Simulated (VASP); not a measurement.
# As (Pm-3m) in VASP: relaxation of cell and atoms with PBEsol

Aim: the relaxation of cell and atoms of As with PBEsol.

All numbers are computed with VASP 6.6.1; they aren't measurements. Logs are shortened: lines on timing, memory, paths and dates and some standing lists are left out, and cuts for length are marked.

## (1) The cell of the first run

It takes space group Pm-3m (No. 221, cubic). Conventional cell: a = 2.738 Å, b = 2.738 Å, c = 2.738 Å, α = 90.00°, β = 90.00°, γ = 90.00°. Within 3.6 Å of As (site symmetry m-3m) lie 6 As at 2.74 Å.

## (2) Relaxation of cell and atoms, PBEsol, collinear spin, ferromagnetic start

Contents of INCAR:

```
PREC = Accurate
ENCUT = 600
EDIFF = 1E-6
ISMEAR = -4
SIGMA = 0.1
LREAL = False
LASPH = True
NELM = 150
ALGO = Normal
ISIF = 3
LWAVE = False
LCHARG = False
ISPIN = 2
MAGMOM = 2
LORBIT = 11
GGA = PS
IBRION = 2
NSW = 60
EDIFFG = -0.005
```

Contents of KPOINTS:

```
regular mesh
0
Gamma
  14 14 14
```

Contents of POSCAR:

```
As
1.0
    2.7377415812      0.0000000000      0.0000000000
    0.0000000000      2.7377415812      0.0000000000
    0.0000000000      0.0000000000      2.7377415812
As
1
Direct
    0.0000000000      0.0000000000      0.0000000000
```

Potentials or basis: VASP PAW PBE potentials, release 64 (As).

The run is started by

```
$ cat potpaw_PBE.64/As/POTCAR > POTCAR
$ mpirun -np 1 vasp_std > vasp.out
```

OUTCAR:

```text
PREC = Accurate
   ENCUT = 600
   EDIFF = 1E-6
   ISMEAR = -4
   LREAL = False
   LASPH = True
   NELM = 150
   ISIF = 3
   ISPIN = 2
   LORBIT = 11
   GGA = PS
   IBRION = 2
   NSW = 60
   EDIFFG = -0.005

 ion  position               nearest neighbor table
   1  0.000  0.000  0.000-

  LATTYP: Found a simple cubic cell.
 ALAT       =     2.7377415812

  Lattice vectors:

 A1 = (   2.7377415812,   0.0000000000,   0.0000000000)
 A2 = (   0.0000000000,   2.7377415812,   0.0000000000)
 A3 = (   0.0000000000,   0.0000000000,   2.7377415812)

Analysis of symmetry for initial positions (statically):
=====================================================================
 Subroutine PRICEL returns:
 Original cell was already a primitive cell.

 Routine SETGRP: Setting up the symmetry group for a
 simple cubic supercell.

 Subroutine GETGRP returns: Found 48 space group operations
 (whereof 48 operations were pure point group operations)
 out of a pool of 48 trial point group operations.

The static configuration has the point symmetry O_h .

Analysis of symmetry for dynamics (positions and initial velocities):
=====================================================================
 Subroutine PRICEL returns:
 Original cell was already a primitive cell.

 Routine SETGRP: Setting up the symmetry group for a
 simple cubic supercell.

 Subroutine GETGRP returns: Found 48 space group operations
 (whereof 48 operations were pure point group operations)
 out of a pool of 48 trial point group operations.

The dynamic configuration has the point symmetry O_h .

Analysis of structural, dynamic, and magnetic symmetry:
=====================================================================
 Subroutine PRICEL returns:
 Original cell was already a primitive cell.

 Routine SETGRP: Setting up the symmetry group for a
 simple cubic supercell.

 Subroutine GETGRP returns: Found 48 space group operations
 (whereof 48 operations were pure point group operations)
 out of a pool of 48 trial point group operations.

The overall configuration has the point symmetry O_h .

 Subroutine INISYM returns: Found 48 space group operations
 (whereof 48 operations are pure point group operations),
 and found     1 'primitive' translations

----------------------------------------------------------------------------------------

                                     Primitive cell

  volume of cell :      20.5200

  direct lattice vectors                    reciprocal lattice vectors
     2.737741581  0.000000000  0.000000000     0.365264569  0.000000000  0.000000000
     0.000000000  2.737741581  0.000000000     0.000000000  0.365264569  0.000000000
     0.000000000  0.000000000  2.737741581     0.000000000  0.000000000  0.365264569

  length of vectors
     2.737741581  2.737741581  2.737741581     0.365264569  0.365264569  0.365264569

  position of ions in fractional coordinates (direct lattice)
     0.000000000  0.000000000  0.000000000

  ion indices of the primitive-cell ions
   primitive index   ion index
                 1           1

----------------------------------------------------------------------------------------

 KPOINTS: regular mesh

Automatic generation of k-mesh.
 Grid dimensions read from file:
 generate k-points for:   14   14   14

 Generating k-lattice:

  Cartesian coordinates                     Fractional coordinates (reciprocal lattice)
     0.026090326  0.000000000  0.000000000     0.071428571  0.000000000  0.000000000
     0.000000000  0.026090326  0.000000000     0.000000000  0.071428571  0.000000000
     0.000000000  0.000000000  0.026090326     0.000000000  0.000000000  0.071428571

  Length of vectors
     0.026090326  0.026090326  0.026090326

  Shift w.r.t. Gamma in fractional coordinates (k-lattice)
     0.000000000  0.000000000  0.000000000

 TETIRR: Found   1360 inequivalent tetrahedra from    16464

 Subroutine IBZKPT returns following result:
 ===========================================

 Found    120 irreducible k-points:

 Following reciprocal coordinates:
            Coordinates               Weight
  0.000000  0.000000  0.000000      1.000000
  0.071429  0.000000  0.000000      6.000000
  0.142857  0.000000  0.000000      6.000000
  0.214286  0.000000  0.000000      6.000000
  0.285714  0.000000  0.000000      6.000000
  0.357143  0.000000  0.000000      6.000000
[... 16 lines left out ...]
  0.285714  0.214286  0.000000     24.000000
  0.357143  0.214286  0.000000     24.000000
 [... further k-points ...]
   k-points           NKPTS =    120   k-points in BZ     NKDIM =    120   number of bands    NBANDS=      7
   number of dos      NEDOS =    301   number of ions     NIONS =      1
   total plane-waves  NPLWV =  13824
   dimension x,y,z NGX =    24 NGY =   24 NGZ =   24
   dimension x,y,z NGXF=    48 NGYF=   48 NGZF=   48
   ions per type =               1
   NGX,Y,Z   is equivalent  to a cutoff of  14.57, 14.57, 14.57 a.u.
   NGXF,Y,Z  is equivalent  to a cutoff of  29.15, 29.15, 29.15 a.u.
 SYSTEM =  unknown system
   PREC   = accura    normal or accurate (medium, high low for compatibility)
   ISTART =      0    job   : 0-new  1-cont  2-samecut
   ICHARG =      2    charge: 1-file 2-atom 10-const
   ISPIN  =      2    spin polarized calculation?
   LNONCOLLINEAR =      F non collinear calculations
   LSORBIT =      F    spin-orbit coupling
   LASPH  =      T    aspherical Exc in radial PAW
   ENCUT  =  600.0 eV  44.10 Ry    6.64 a.u.   5.47  5.47  5.47*2*pi/ulx,y,z
   NELM   =    150;   NELMIN=  2; NELMDL= -5     # of ELM steps
   EDIFF  = 0.1E-05   stopping-criterion for ELM
   LREAL  =      F    real-space projection
   EDIFFG = -.5E-02   stopping-criterion for IOM
   NSW    =     60    number of steps for IOM
   IBRION =      2    ionic relax: 0-MD 1-quasi-New 2-CG
   NFREE  =      1    steps in history (QN), initial steepest desc. (CG)
   ISIF   =      3    stress and relaxation
   ISYM   =      2    0-nonsym 1-usesym 2-fastsym
   POTIM  = 0.5000    time-step for ionic-motion
   TEBEG  =    0.0;   TEEND  =   0.0 temperature during run
   PSTRESS=    0.0 pullay stress
   NELECT =       5.0000    total number of electrons
   NUPDOWN=      -1.0000    fix difference up-down
   EMIN   =  10.00;   EMAX   =-10.00  energy-range for DOS
   EFERMI =   0.00;   METHOD = LEGACY
   ISMEAR =    -4;   SIGMA  =   0.10  broadening in eV -4-tet -1-fermi 0-gaus
   EFERMI_NEDOS =   21; number of points for ismear=-14 and -15
   IALGO  =     38    algorithm
   IMIX   =      4    mixing-type and parameters
     AMIX     =   0.40;   BMIX     =  1.00
     AMIX_MAG =   1.60;   BMIX_MAG =  1.00
  volume/ion in A,a.u.               =      20.52       138.48
  Fermi-wavevector in a.u.,A,eV,Ry     =   1.022521  1.932285 14.225570  1.045550
  Thomas-Fermi vector in A             =   2.156205
   LORBIT       =     11    0 simple, 1 ext, 2 COOP (PROOUT), +10 PAW based schemes
   GGA     = PS    functional components
   LHFCALC =     F    Hartree Fock is set to
   AEXX    =    0.0000 exact exchange contribution
   IVDW    =     0    specifies the selected vdW correction
   LEPSILON=     F    determine dielectric tensor
   LRPA    =     F    only Hartree local field effects (RPA)
 conjugate gradient relaxation of ions
 spin polarized calculation
 Fermi weights with tetrahedron method witout Bloechl corrections
  energy-cutoff  :      600.00
  volume of cell :       20.52
 maximum number of plane-waves:       715
 NGX is ok and might be reduce to    24
   NGX = 11   NGY = 11   NGZ = 11

--------------------------------------- Ionic step        1  -------------------------------------------

 number of electron       5.0000000 magnetization       0.0001945

 number of electron       5.0000000 magnetization      -0.0000027

 Free energy of the ion-electron system (eV)
  ---------------------------------------------------
  ext. energy  EPLUGINS =         0.00000000
  ---------------------------------------------------
  free energy    TOTEN  =        -4.91858022 eV

  energy without entropy =       -4.91858022  energy(sigma->0) =       -4.91858022

------------------------ aborting loop because EDIFF is reached ----------------------------------------

  FORCE on cell =-STRESS in cart. coord.  units (eV):
  Direction    XX          YY          ZZ          XY          YZ          ZX
  --------------------------------------------------------------------------------------
  -------------------------------------------------------------------------------------
  Total       -0.4599861     -0.4599861     -0.4599861     -0.0000000      0.0000000     -0.0000000
  in kB      -35.9151708    -35.9151708    -35.9151708     -0.0000000      0.0000000     -0.0000000
  external PRESSURE =     -35.9151708 kB  Pullay stress =       0.0000000 kB
[... 59 lines left out ...]
--------------------------------------- Ionic step        3  -------------------------------------------

 number of electron       5.0000001 magnetization      -0.0000082

 number of electron       5.0000001 magnetization       0.0000049

 Free energy of the ion-electron system (eV)
  ---------------------------------------------------
  ext. energy  EPLUGINS =         0.00000000
  ---------------------------------------------------
  free energy    TOTEN  =        -4.92916328 eV

  energy without entropy =       -4.92916328  energy(sigma->0) =       -4.92916328

 E-fermi :   5.9419     XC(G=0): -10.5885

 val. band max:        6.0145226839   @ k =   0.5000   0.2857   0.2857
 cond. band min:       5.4433100969   @ k =   0.3571   0.3571   0.3571
 fundamental gap:     -0.5712125870
 Fermi energy:         5.9419088751

 spin component 1

 k-point     1 :       0.0000    0.0000    0.0000
  band No.  band energies     occupation
      1      -9.1627      1.00000
      2      10.0766      0.00000
      3      10.0766      0.00000
      4      10.0766      0.00000
      5      14.4100      0.00000
      6      14.4100      0.00000
      7      16.3665      0.00000
[... 221 lines left out ...]
 k-point    24 :       0.3571    0.2143    0.0000
  band No.  band energies     occupation
      1      -6.1389      1.00000
      2       1.4890      1.00000
      3       6.4720      0.26576
      4      12.5146      0.00000
      5      14.8796      0.00000
      6      18.2772      0.00000
      7      22.7331      0.00000

 [... further k-points ...]

 spin component 2

 k-point     1 :       0.0000    0.0000    0.0000
  band No.  band energies     occupation
      1      -9.1627      1.00000
      2      10.0766      0.00000
      3      10.0766      0.00000
      4      10.0766      0.00000
      5      14.4100      0.00000
      6      14.4100      0.00000
      7      16.3665      0.00000
[... 258 lines left out ...]
  FREE ENERGIE OF THE ION-ELECTRON SYSTEM (eV)
  ---------------------------------------------------
  free  energy   TOTEN  =        -4.9291632824 eV

  energy  without entropy=       -4.9291632824  energy(sigma->0) =       -4.92916328

 reached required accuracy - stopping structural energy minimisation

 total charge

# of ion       s       p       d       tot
------------------------------------------
    1        1.294   1.332   0.058   2.684

 magnetization (x)

# of ion       s       p       d       tot
------------------------------------------
    1       -0.000  -0.000  -0.000  -0.000
```

Run time: 55 s. Hardware: 1 thread of AMD EPYC 7R13 (Zen 3), shared host; peak memory 0.15 GiB.

What came out:

```yaml
Free_energy: -4.9292 eV
Relaxed_volume: 19.61 Å³/atom
Relaxed_cell: a = 2.697 Å, b = 2.697 Å, c = 2.697 Å, α = 90.00°, β = 90.00°, γ = 90.00°
Space_group_after_relaxing_to_0.05_Å: Pm-3m (No. 221)
Energy_gained_by_relaxing: 10.6 meV/atom
Ionic_steps: 3
Pressure_after_relaxing: 0.0 GPa
Net_moment: 0.00 μB per cell
Valence_electrons_inside_the_program's_atomic_spheres: As 2.68
```

Step by step:
```csv
step,energy change (eV),largest force (eV/Å),pressure (GPa),volume (Å³)
1,0.0000,0.0000,-3.59,20.52
2,-0.0079,0.0000,2.02,19.18
3,-0.0106,0.0000,0.00,19.61
```

Final structure:
```yaml
crystal:
  lattice:
    - [2.69676, 0.00000, 0.00000]
    - [0.00000, 2.69676, 0.00000]
    - [0.00000, 0.00000, 2.69676]
  atoms:
    - { symbol: As, position: [0.00000, 0.00000, 0.00000] }
```

Caveat: the PAW data sets were made with another functional, which shifts forces and pressure a little.
